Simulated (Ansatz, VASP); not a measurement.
## Rh: VASP beside Ansatz

The input INCAR:

```
SYSTEM = Rh
PREC = Accurate
ENCUT = 520
EDIFF = 1E-6
ISMEAR = 0
SIGMA = 0.15
LREAL = .FALSE.
LASPH = .TRUE.
NELM = 60
ALGO = Fast
ISIF = 2
LWAVE = .FALSE.
LCHARG = .TRUE.
GGA = PE
LELF = .TRUE.
LVHAR = .TRUE.
NBANDS = 22
```

File KPOINTS:

```
regular mesh
0
G
  18 18 10
  0 0 0
```

Contents of POSCAR:

```
Rh
1.0
    2.7794000000      0.0000000000      0.0000000000
   -1.3897000000      2.4070310073      0.0000000000
    0.0000000000      0.0000000000      4.3150000000
Rh
2
Direct
    0.6666666667      0.3333333333      0.7500000000
    0.3333333333      0.6666666667      0.2500000000
```

Input for Ansatz:

```yaml
crystal:
  lattice:
    - [2.7794, 0.0, 0.0]
    - [-1.3897, 2.4070310073, 0.0]
    - [0.0, 0.0, 4.315]
  atoms:
    - { symbol: Rh, position: [0.6666666667, 0.3333333333, 0.75] }
    - { symbol: Rh, position: [0.3333333333, 0.6666666667, 0.25] }
basis:
  ecutwfc: 420
kpoints:
  mp_grid: { grid: [18, 18, 10] }
hamiltonian:
  xc: pbe
  pseudopotentials: { kind: paw, azcp: { folder: soft_1 } }
scf:
  occupations: { method: gaussian, width: 0.15 }
output:
  forces: true
  stress: true
  eigenvalues: true
```

Alike in both runs: task single point; functional PBE; k mesh 18 × 18 × 10; occupations gaussian, width 0.15 eV; no spin polarisation.

```csv
,VASP,Ansatz
version,VASP 6.6.1,Ansatz 0.2.0
potentials or method,"VASP PAW PBE potentials, release 64 (Rh_pv), cutoff 520 eV","scalar-relativistic, plane waves, PAW"
valence electrons in the cell,30,34
```

Ansatz gave:

| Property | Result |
| --- | --- |
| gap on the k mesh at the Fermi level (eV) | none |
| pressure (GPa) | -5.0 |
| traceless stress, the component that is largest in VASP (GPa) | 5.60 |

What did VASP give for the same quantities?

gap on the k mesh at the Fermi level (eV): none; pressure (GPa): -5.0; traceless stress, the component that is largest in VASP (GPa): 5.61.

A gap of «none» marks a metal or a gap that the smearing closes. VASP's potentials hold 30 valence electrons a cell and Ansatz's 34, so a difference there can come from the potentials and not from the codes.
